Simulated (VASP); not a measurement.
A run of VASP 6.6.1 is set up as follows.

INCAR

```
ALGO = Normal
EDIFF = 1E-6
ENCUT = 520
ISIF = 2
ISMEAR = 0
LASPH = T
LCHARG = F
LREAL = F
LWAVE = F
NBANDS = 11
NELM = 80
PREC = Accurate
SIGMA = 0.01
```

The input KPOINTS:

```
k-points
0
Gamma
  8 8 8
```

The input POSCAR:

```
BN
1.0
    0.0000000000      1.7611332512      1.7611332512
    1.7611332512      0.0000000000      1.7611332512
    1.7611332512      1.7611332512      0.0000000000
B N
1 1
Direct
    0.0000000000      0.0000000000      0.0000000000
    0.2500000000      0.2500000000      0.2500000000
```

Potentials or basis: VASP PAW LDA potentials, release 64 (B, N).

Launch:

```sh
$ cat potpaw_LDA.64/B/POTCAR potpaw_LDA.64/N/POTCAR > POTCAR
$ mpirun -np 1 vasp_std > vasp.out
```

Question: Predict the band gap on the k mesh.

Answer: 4.43 eV, indirect (least direct gap 9.05 eV).

Question: Predict the pressure.

Answer: 22.9 GPa.

A k mesh can miss the band edges. As with any semilocal functional, this LDA gap is likely too small.
